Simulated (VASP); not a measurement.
Set up this calculation in VASP 6.6.1, as the native input.

- Task: single point
- Functional: PBEsol
- Potentials or basis: VASP PAW PBE potentials, release 64 (Cr_pv)
- Cutoff: 520 eV
- k mesh: 24 × 24 × 24
- Occupations: gaussian, width 0.15 eV
- Spin: no spin polarisation
- Dipole correction: no
- Further INCAR settings: ALGO = Fast; EDIFF = 1e-06; NBANDS = 12

The structure of Cr lies in POSCAR:

```
Cr
1.0
   -1.3698525000      1.3698525000      1.5140475000
    1.3698525000     -1.3698525000      1.5140475000
    1.3698525000      1.3698525000     -1.5140475000
Cr
1
Direct
    0.0000000000      0.0000000000      0.0000000000
```

This cell differs from its parent crystal: strain -0.050 along x and y, +0.050 along z.

One way to write it, as run:

INCAR

```
ALGO = Fast ; EDIFF = 1E-6
ENCUT = 520 ; GGA = PS
ISIF = 2 ; ISMEAR = 0
LASPH = True ; LCHARG = False
LREAL = False ; LWAVE = False
NBANDS = 12 ; NELM = 80
PREC = Accurate ; SIGMA = 0.15
```

KPOINTS

```
k-points
0
Gamma
  24 24 24
```

Potentials or basis: VASP PAW PBE potentials, release 64 (Cr_pv).

The run is started by

```sh
$ cat potpaw_PBE.64/Cr_pv/POTCAR > POTCAR
$ mpirun -np 1 vasp_std > vasp.out
```

It gave:

| Quantity | Value |
| --- | --- |
| Pressure | -3.8 GPa |
| Band gap on the k mesh | zero (band 6 reaches 13.47 eV, above the bottom of band 7 at 10.33 eV) |

Caveat: the cell differs from its parent crystal (strain -0.050 along x and y, +0.050 along z); the PAW data sets were made with another functional, which shifts forces and pressure a little; the run has no spin polarisation, though such a crystal can be magnetic.

Wall time 2.4 min on 1 thread of Intel(R) Xeon(R) Platinum 8375C CPU @ 2.90GHz (Ice Lake) (shared host), peak memory 0.24 GiB.
